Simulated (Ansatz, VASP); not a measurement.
**Au in VASP and in Ansatz**

Contents of INCAR:

```
SYSTEM = Au
  PREC = Accurate
  ENCUT = 520
  EDIFF = 1E-6
  ISMEAR = 0
  SIGMA = 0.15
  LREAL = .False.
  LASPH = .True.
  NELM = 100
  ALGO = Fast
  ISIF = 2
  LWAVE = .False.
  LCHARG = .False.
  GGA = PS
  NBANDS = 12
```

Contents of KPOINTS:

```
regular mesh
0
Gamma
  28 28 28
  0 0 0
```

File POSCAR:

```
Au
1.0
    0.0000000000      1.9780816803      2.1758898483
    1.9780816803      0.0000000000      2.1758898483
    1.9780816803      1.9780816803      0.0000000000
Au
1
Direct
    0.0000000000      0.0000000000      0.0000000000
```

Input for Ansatz:

```yaml
crystal:
  lattice:
    - [0.0, 1.9780816803, 2.1758898483]
    - [1.9780816803, 0.0, 2.1758898483]
    - [1.9780816803, 1.9780816803, 0.0]
  atoms:
    - { symbol: Au, position: [0.0, 0.0, 0.0] }
basis:
  ecutwfc: 420
kpoints:
  mp_grid: { grid: [28, 28, 28] }
hamiltonian:
  xc: pbesol
scf:
  occupations: { method: gaussian, width: 0.15 }
output:
  forces: true
  stress: true
  eigenvalues: true
```

Alike in both runs: task single point; functional PBEsol; k mesh 28 × 28 × 28; occupations gaussian, width 0.15 eV; no spin polarisation.

|  | VASP | Ansatz |
| --- | --- | --- |
| version | VASP 6.6.1 | Ansatz 0.2.0 |
| potentials or method | VASP PAW PBE potentials, release 64 (Au), cutoff 520 eV | scalar-relativistic, plane waves, PAW |
| valence electrons in the cell | 11 | 19 |

```csv
,VASP,Ansatz,Ansatz less VASP
gap on the k mesh at the Fermi level (eV),none,none,-
pressure (GPa),0.2,0.4,+0.23
"traceless stress, the component that is largest in VASP (GPa)",-2.82,-2.83,-0.002
```

VASP's potentials were made for PBE, not for PBEsol. A gap of «none» marks a metal or a gap that the smearing closes. VASP's potentials hold 11 valence electrons a cell and Ansatz's 19, so a difference there can come from the potentials and not from the codes.

Spin-orbit coupling is off throughout.
